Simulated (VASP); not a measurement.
# CaO (R-3m) in VASP: further runs, part 2 of 2

VASP 6.6.1.

**3. Single point, r2SCAN**

This run uses another cell than the first one, of the same volume but with other edges.

File POSCAR:

```
CaO
1.0
    0.1273052345      2.5142783815      2.5142783815
    2.5142783815      0.1273052345      2.5142783815
    2.5142783815      2.5142783815      0.1273052345
Ca O
1 1
Direct
    0.0000000000      0.0000000000      0.0000000000
    0.5000000000      0.5000000000      0.5000000000
```

File INCAR.step1:

```
SYSTEM = CaO
PREC = Accurate ; ENCUT = 520
ISMEAR = 0 ; SIGMA = 0.05
LREAL = .False. ; LASPH = .True.
NELM = 100 ; NBANDS = 15
GGA = PE ; ALGO = Normal
EDIFF = 1E-4 ; LWAVE = .True.
LCHARG = .False.
```

File INCAR.step2:

```
SYSTEM = CaO
PREC = Accurate ; ENCUT = 520
EDIFF = 1E-6 ; ISMEAR = 0
SIGMA = 0.05 ; LREAL = .False.
LASPH = .True. ; NELM = 100
ALGO = Normal ; ISIF = 2
LWAVE = .False. ; LCHARG = .True.
METAGGA = R2SCAN ; LMIXTAU = .True.
LELF = .True. ; LVHAR = .True.
NBANDS = 15 ; ISTART = 1
```

File KPOINTS:

```
regular mesh
0
Gamma
  10 10 10
  0 0 0
```

Potentials or basis: VASP PAW PBE potentials, release 64 (Ca_sv, O).

On the command line:

```sh
$ cat potpaw_PBE.64/Ca_sv/POTCAR potpaw_PBE.64/O/POTCAR > POTCAR
$ cp INCAR.step1 INCAR
$ mpirun -np 1 vasp_std > vasp.out
$ cp INCAR.step2 INCAR
$ mpirun -np 1 vasp_std > vasp.out
```

OUTCAR:

```text
SYSTEM = CaO
   PREC = Accurate
   ENCUT = 520
   EDIFF = 1E-6
   ISMEAR = 0
   LREAL = .False.
   LASPH = .True.
   NELM = 100
   ISIF = 2
   METAGGA = R2SCAN
   ISTART = 1

 ion  position               nearest neighbor table
   1  0.000  0.000  0.000-   2 2.45   2 2.45   2 2.45   2 2.45   2 2.45   2 2.45
   2  0.500  0.500  0.500-   1 2.45   1 2.45   1 2.45   1 2.45   1 2.45   1 2.45

  LATTYP: Found a trigonal (rhomboedric) cell.
 ALAT       =     3.5580048036
 COS(alpha) =     0.5499279885

  Lattice vectors:

 A1 = (   0.1273052345,   2.5142783815,   2.5142783815)
 A2 = (   2.5142783815,   0.1273052345,   2.5142783815)
 A3 = (   2.5142783815,   2.5142783815,   0.1273052345)

Analysis of symmetry for initial positions (statically):
=====================================================================
 Subroutine PRICEL returns:
 Original cell was already a primitive cell.

 Routine SETGRP: Setting up the symmetry group for a
 trigonal (rhombohedral) supercell.

 Subroutine GETGRP returns: Found 12 space group operations
 (whereof 12 operations were pure point group operations)
 out of a pool of 12 trial point group operations.

The static configuration has the point symmetry D_3d.

[... 177 lines left out ...]
      9       6.5504      0.00000
     10       8.0822      0.00000
     11       8.5777      0.00000
     12       8.5777      0.00000
     13       9.9588      0.00000
     14       9.9588      0.00000
[... 401 lines left out ...]
      2     -18.1000      2.00000
      3     -17.7291      2.00000
      4     -17.6805      2.00000
      5     -14.1785      2.00000
      6       0.1183      2.00000
      7       1.1569      2.00000
      8       1.3124      2.00000
      9       6.5339      0.00000
     10       9.6355      0.00000
     11      10.7263      0.00000
     12      10.8835      0.00000
     13      11.1076      0.00000
     14      12.8153      0.00000
     15      17.7157      0.00000

 [... further k-points ...]

------------------------ aborting loop because EDIFF is reached ----------------------------------------

  FORCE on cell =-STRESS in cart. coord.  units (eV):
  Direction    XX          YY          ZZ          XY          YZ          ZX
  --------------------------------------------------------------------------------------
  -------------------------------------------------------------------------------------
  Total       -1.0724170     -1.0724170     -1.0724170     -0.8211972     -0.8211972     -0.8211972
  in kB      -58.4895041    -58.4895041    -58.4895041    -44.7880021    -44.7880021    -44.7880021
  external PRESSURE =     -58.4895041 kB  Pullay stress =       0.0000000 kB

 VOLUME and BASIS-vectors are now :
 -----------------------------------------------------------------------------
  energy-cutoff  :      520.00
  volume of cell :       29.38
      direct lattice vectors                 reciprocal lattice vectors
     0.127305235  2.514278382  2.514278382    -0.214642414  0.204298202  0.204298202
     2.514278382  0.127305235  2.514278382     0.204298202 -0.214642414  0.204298202
     2.514278382  2.514278382  0.127305235     0.204298202  0.204298202 -0.214642414

 POSITION                                       TOTAL-FORCE (eV/Angst)
 -----------------------------------------------------------------------------------
      0.00000      0.00000      0.00000        -0.000000      0.000000     -0.000000
      2.57793      2.57793      2.57793         0.000000     -0.000000      0.000000
 -----------------------------------------------------------------------------------
    total drift:                                0.000000      0.000000      0.000000

  FREE ENERGIE OF THE ION-ELECTRON SYSTEM (eV)
  ---------------------------------------------------
  free  energy   TOTEN  =       -19.3659998771 eV

  energy  without entropy=      -19.3659998771  energy(sigma->0) =      -19.36599988
```

OUTCAR.step1:

```text
SYSTEM = CaO
   PREC = Accurate
   ENCUT = 520
   ISMEAR = 0
   LREAL = .False.
   LASPH = .True.
[... 654 lines left out ...]
      0.00000      0.00000      0.00000         0.000000     -0.000000      0.000000
      2.57793      2.57793      2.57793        -0.000000      0.000000     -0.000000
 -----------------------------------------------------------------------------------
    total drift:                                0.000000      0.000000      0.000000

  FREE ENERGIE OF THE ION-ELECTRON SYSTEM (eV)
  ---------------------------------------------------
  free  energy   TOTEN  =       -12.7365778131 eV

  energy  without entropy=      -12.7365778131  energy(sigma->0) =      -12.73657781
```

Run time: 88 s. Hardware: 1 thread of Intel Xeon 6975P-C (Granite Rapids), shared host; peak memory 0.2 GiB.

What came out:

```yaml
Free_energy: -19.3660 eV
Pressure: -5.8 GPa
Band_gap_on_the_k_mesh: 4.04 eV (least direct gap 4.41 eV)
```

Caveat: the cell stands under tension; the PAW data sets were made with another functional, which shifts forces and pressure a little. A k mesh can miss the band edges.
